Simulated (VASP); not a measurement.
# Lu (Pm-3m) in VASP: further runs

The runs below take Lu through single point, with PBE.

All numbers are computed with VASP 6.6.1; they aren't measurements. Logs are shortened: lines on timing, memory, paths and dates and some standing lists are left out, and cuts for length are marked.

### Step 1. The cell of the first run

Symmetry: Pm-3m, No. 221, cubic system. Conventional cell: a = 2.363 Å, b = 2.363 Å, c = 2.363 Å, α = 90.00°, β = 90.00°, γ = 90.00°. Within 3.1 Å of Lu (site symmetry m-3m) lie 6 Lu at 2.36 Å.

### Step 2. Single point, PBE (volume scaled by 0.4)

INCAR reads:

```
SYSTEM = Lu
PREC = Accurate
ENCUT = 520
EDIFF = 1E-6
ISMEAR = -1
SIGMA = 0.1
LREAL = .False.
LASPH = .True.
NELM = 80
ALGO = Normal
ISIF = 2
LWAVE = .False.
LCHARG = .True.
GGA = PE
LELF = .True.
LVHAR = .True.
NBANDS = 18
```

KPOINTS reads:

```
regular mesh
0
Gamma
  12 12 12
  0 0 0
```

POSCAR reads:

```
Lu
1.0
    2.3629983407      0.0000000000      0.0000000000
    0.0000000000      2.3629983407      0.0000000000
    0.0000000000      0.0000000000      2.3629983407
Lu
1
Direct
    0.0000000000      0.0000000000      0.0000000000
```

Potentials or basis: VASP PAW PBE potentials, release 64 (Lu).

The run is started by

```console
cat potpaw_PBE.64/Lu/POTCAR > POTCAR
mpirun -np 1 vasp_std > vasp.out
```

OUTCAR:

```text
SYSTEM = Lu
   PREC = Accurate
   ENCUT = 520
   EDIFF = 1E-6
   ISMEAR = -1
   LREAL = .False.
   LASPH = .True.
   NELM = 80
   ISIF = 2
   GGA = PE

 ion  position               nearest neighbor table
   1  0.000  0.000  0.000-

  LATTYP: Found a simple cubic cell.
 ALAT       =     2.3629983407

  Lattice vectors:

 A1 = (   2.3629983407,   0.0000000000,   0.0000000000)
 A2 = (   0.0000000000,   2.3629983407,   0.0000000000)
 A3 = (   0.0000000000,   0.0000000000,   2.3629983407)

Analysis of symmetry for initial positions (statically):
=====================================================================
 Subroutine PRICEL returns:
 Original cell was already a primitive cell.

 Routine SETGRP: Setting up the symmetry group for a
 simple cubic supercell.

 Subroutine GETGRP returns: Found 48 space group operations
 (whereof 48 operations were pure point group operations)
 out of a pool of 48 trial point group operations.

The static configuration has the point symmetry O_h .

Analysis of symmetry for dynamics (positions and initial velocities):
=====================================================================
 Subroutine PRICEL returns:
 Original cell was already a primitive cell.

 Routine SETGRP: Setting up the symmetry group for a
 simple cubic supercell.

 Subroutine GETGRP returns: Found 48 space group operations
 (whereof 48 operations were pure point group operations)
 out of a pool of 48 trial point group operations.

The dynamic configuration has the point symmetry O_h .

 Subroutine INISYM returns: Found 48 space group operations
 (whereof 48 operations are pure point group operations),
 and found     1 'primitive' translations

----------------------------------------------------------------------------------------

                                     Primitive cell

  volume of cell :      13.1944

  direct lattice vectors                    reciprocal lattice vectors
     2.362998341  0.000000000  0.000000000     0.423191156  0.000000000  0.000000000
     0.000000000  2.362998341  0.000000000     0.000000000  0.423191156  0.000000000
     0.000000000  0.000000000  2.362998341     0.000000000  0.000000000  0.423191156

  length of vectors
     2.362998341  2.362998341  2.362998341     0.423191156  0.423191156  0.423191156

  position of ions in fractional coordinates (direct lattice)
     0.000000000  0.000000000  0.000000000

  ion indices of the primitive-cell ions
   primitive index   ion index
                 1           1

----------------------------------------------------------------------------------------

 KPOINTS: regular mesh

Automatic generation of k-mesh.
 Grid dimensions read from file:
 generate k-points for:   12   12   12

 Generating k-lattice:

  Cartesian coordinates                     Fractional coordinates (reciprocal lattice)
     0.035265930  0.000000000  0.000000000     0.083333333  0.000000000  0.000000000
     0.000000000  0.035265930  0.000000000     0.000000000  0.083333333  0.000000000
     0.000000000  0.000000000  0.035265930     0.000000000  0.000000000  0.083333333

  Length of vectors
     0.035265930  0.035265930  0.035265930

  Shift w.r.t. Gamma in fractional coordinates (k-lattice)
     0.000000000  0.000000000  0.000000000

 Subroutine IBZKPT returns following result:
 ===========================================

 Found     84 irreducible k-points:

 Following reciprocal coordinates:
            Coordinates               Weight
  0.000000  0.000000  0.000000      1.000000
  0.083333  0.000000  0.000000      6.000000
  0.166667  0.000000  0.000000      6.000000
  0.250000  0.000000  0.000000      6.000000
  0.333333  0.000000  0.000000      6.000000
  0.416667  0.000000  0.000000      6.000000
[... 16 lines left out ...]
  0.333333  0.333333  0.000000     12.000000
  0.416667  0.333333  0.000000     24.000000
 [... further k-points ...]
   k-points           NKPTS =     84   k-points in BZ     NKDIM =     84   number of bands    NBANDS=     18
   number of dos      NEDOS =    301   number of ions     NIONS =      1
   total plane-waves  NPLWV =   5832
   dimension x,y,z NGX =    18 NGY =   18 NGZ =   18
   dimension x,y,z NGXF=    36 NGYF=   36 NGZF=   36
   ions per type =               1
   NGX,Y,Z   is equivalent  to a cutoff of  12.66, 12.66, 12.66 a.u.
   NGXF,Y,Z  is equivalent  to a cutoff of  25.33, 25.33, 25.33 a.u.
 SYSTEM =  Lu
   PREC   = accura    normal or accurate (medium, high low for compatibility)
   ISTART =      0    job   : 0-new  1-cont  2-samecut
   ICHARG =      2    charge: 1-file 2-atom 10-const
   ISPIN  =      1    spin polarized calculation?
   LNONCOLLINEAR =      F non collinear calculations
   LSORBIT =      F    spin-orbit coupling
   LASPH  =      T    aspherical Exc in radial PAW
   ENCUT  =  520.0 eV  38.22 Ry    6.18 a.u.   4.39  4.39  4.39*2*pi/ulx,y,z
   NELM   =     80;   NELMIN=  2; NELMDL= -5     # of ELM steps
   EDIFF  = 0.1E-05   stopping-criterion for ELM
   LREAL  =      F    real-space projection
   EDIFFG = 0.1E-04   stopping-criterion for IOM
   NSW    =      0    number of steps for IOM
   IBRION =     -1    ionic relax: 0-MD 1-quasi-New 2-CG
   NFREE  =      0    steps in history (QN), initial steepest desc. (CG)
   ISIF   =      2    stress and relaxation
   ISYM   =      2    0-nonsym 1-usesym 2-fastsym
   POTIM  = 0.5000    time-step for ionic-motion
   TEBEG  =    0.0;   TEEND  =   0.0 temperature during run
   PSTRESS=    0.0 pullay stress
   NELECT =      25.0000    total number of electrons
   NUPDOWN=      -1.0000    fix difference up-down
   EMIN   =  10.00;   EMAX   =-10.00  energy-range for DOS
   EFERMI =   0.00;   METHOD = LEGACY
   ISMEAR =    -1;   SIGMA  =   0.10  broadening in eV -4-tet -1-fermi 0-gaus
   EFERMI_NEDOS =   21; number of points for ismear=-14 and -15
   IALGO  =     38    algorithm
   IMIX   =      4    mixing-type and parameters
     AMIX     =   0.40;   BMIX     =  1.00
     AMIX_MAG =   1.60;   BMIX_MAG =  1.00
  volume/ion in A,a.u.               =      13.19        89.04
  Fermi-wavevector in a.u.,A,eV,Ry     =   2.025776  3.828162 55.835158  4.103768
  Thomas-Fermi vector in A             =   3.034936
   LORBIT       =      0    0 simple, 1 ext, 2 COOP (PROOUT), +10 PAW based schemes
   GGA     = PE    functional components
   LHFCALC =     F    Hartree Fock is set to
   AEXX    =    0.0000 exact exchange contribution
   IVDW    =     0    specifies the selected vdW correction
   LEPSILON=     F    determine dielectric tensor
   LRPA    =     F    only Hartree local field effects (RPA)
 non-spin polarized calculation
  energy-cutoff  :      520.00
  volume of cell :       13.19
 maximum number of plane-waves:       368
 NGX is ok and might be reduce to    18
   NGX =  9   NGY =  9   NGZ =  9

 number of electron      24.9999982 magnetization

 Free energy of the ion-electron system (eV)
  ---------------------------------------------------
  ext. energy  EPLUGINS =         0.00000000
  ---------------------------------------------------
  free energy    TOTEN  =         0.49995474 eV

  energy without entropy =        0.53295863  energy(sigma->0) =        0.51645668

 E-fermi :   6.0697     XC(G=0): -15.2452

 val. band max:        6.0406917376   @ k =   0.5000   0.4167   0.2500
 cond. band min:       6.0704362390   @ k =   0.1667   0.0833   0.0833
 fundamental gap:      0.0297445014
 Fermi energy:         6.0697351161

 k-point     1 :       0.0000    0.0000    0.0000
  band No.  band energies     occupation
      1     -51.1251      2.00000
      2     -18.8345      2.00000
      3     -18.8345      2.00000
      4     -18.8345      2.00000
      5      -0.5799      2.00000
      6       0.6403      2.00000
[... 10 lines left out ...]
     17      19.9196      0.00000
     18      27.5719      0.00000

 k-point     2 :       0.0833    0.0000    0.0000
  band No.  band energies     occupation
      1     -51.0766      2.00000
      2     -19.3360      2.00000
      3     -18.7932      2.00000
      4     -18.7932      2.00000
      5      -0.1770      2.00000
      6       0.6056      2.00000
[... 10 lines left out ...]
     17      19.9885      0.00000
     18      26.0469      0.00000

 k-point     3 :       0.1667    0.0000    0.0000
  band No.  band energies     occupation
      1     -50.9420      2.00000
      2     -20.5691      2.00000
      3     -18.6788      2.00000
      4     -18.6788      2.00000
      5       0.4388      2.00000
      6       0.5227      2.00000
[... 10 lines left out ...]
     17      20.1804      0.00000
     18      23.5743      0.00000

 k-point     4 :       0.2500    0.0000    0.0000
  band No.  band energies     occupation
      1     -50.7535      2.00000
      2     -22.0253      2.00000
      3     -18.5190      2.00000
      4     -18.5190      2.00000
      5       0.3394      2.00000
      6       0.4301      2.00000
[... 10 lines left out ...]
     17      20.4523      0.00000
     18      21.8997      0.00000

 k-point     5 :       0.3333    0.0000    0.0000
  band No.  band energies     occupation
      1     -50.5591      2.00000
      2     -23.3049      2.00000
      3     -18.3550      2.00000
      4     -18.3550      2.00000
      5       0.2382      2.00000
      6       0.3536      2.00000
[... 10 lines left out ...]
     17      20.7364      0.00000
     18      22.2241      0.00000

 k-point     6 :       0.4167    0.0000    0.0000
  band No.  band energies     occupation
      1     -50.4128      2.00000
      2     -24.1616      2.00000
      3     -18.2320      2.00000
      4     -18.2320      2.00000
      5       0.1801      2.00000
      6       0.3049      2.00000
[... 307 lines left out ...]
 k-point    21 :       0.4167    0.2500    0.0000
  band No.  band energies     occupation
      1     -50.0542      2.00000
      2     -23.6835      2.00000
      3     -21.1893      2.00000
      4     -17.9378      2.00000
      5       0.1768      2.00000
      6       0.3427      2.00000
[... 10 lines left out ...]
     17      16.2766      0.00000
     18      24.4031      0.00000

 k-point    22 :       0.5000    0.2500    0.0000
  band No.  band energies     occupation
      1     -50.0008      2.00000
      2     -23.9767      2.00000
      3     -21.1251      2.00000
      4     -17.8939      2.00000
      5       0.1234      2.00000
      6       0.3224      2.00000
[... 10 lines left out ...]
     17      16.3946      0.00000
     18      25.2784      0.00000

 k-point    23 :       0.3333    0.3333    0.0000
  band No.  band energies     occupation
      1     -50.0089      2.00000
      2     -22.6738      2.00000
      3     -22.5177      2.00000
      4     -17.9014      2.00000
      5       0.2376      2.00000
      6       0.3806      2.00000
[... 10 lines left out ...]
     17      14.5974      0.00000
     18      23.3946      0.00000

 k-point    24 :       0.4167    0.3333    0.0000
  band No.  band energies     occupation
      1     -49.8671      2.00000
      2     -23.4264      2.00000
      3     -22.4048      2.00000
      4     -17.7855      2.00000
      5       0.0639      2.00000
      6       0.3381      2.00000
[... 10 lines left out ...]
     17      15.8780      0.00000
     18      23.8940      0.00000

 [... further k-points ...]

------------------------ aborting loop because EDIFF is reached ----------------------------------------

  FORCE on cell =-STRESS in cart. coord.  units (eV):
  Direction    XX          YY          ZZ          XY          YZ          ZX
  --------------------------------------------------------------------------------------
  -------------------------------------------------------------------------------------
  Total       12.6298083     12.6298083     12.6298083      0.0000000      0.0000000     -0.0000000
  in kB     1533.6176238   1533.6176238   1533.6176238      0.0000000      0.0000000     -0.0000000
  external PRESSURE =    1533.6176238 kB  Pullay stress =       0.0000000 kB

 VOLUME and BASIS-vectors are now :
 -----------------------------------------------------------------------------
  energy-cutoff  :      520.00
  volume of cell :       13.19
      direct lattice vectors                 reciprocal lattice vectors
     2.362998341  0.000000000  0.000000000     0.423191156  0.000000000  0.000000000
     0.000000000  2.362998341  0.000000000     0.000000000  0.423191156  0.000000000
     0.000000000  0.000000000  2.362998341     0.000000000  0.000000000  0.423191156

 POSITION                                       TOTAL-FORCE (eV/Angst)
 -----------------------------------------------------------------------------------
      0.00000      0.00000      0.00000         0.000000      0.000000      0.000000
 -----------------------------------------------------------------------------------
    total drift:                               -0.000000      0.000000      0.000000

  FREE ENERGIE OF THE ION-ELECTRON SYSTEM (eV)
  ---------------------------------------------------
  free  energy   TOTEN  =         0.4999547394 eV

  energy  without entropy=        0.5329586286  energy(sigma->0) =        0.51645668
```

It took 15 s on 1 thread of Intel Xeon Platinum 8488C (Sapphire Rapids), shared host; peak memory 0.14 GiB.

Results:

```
Free energy : 0.5000 eV
Pressure    : 153.4 GPa
```

Caveat: spin-orbit coupling is left out, which moves the levels of the heavy elements.

(Continued in part 2 of 2.)
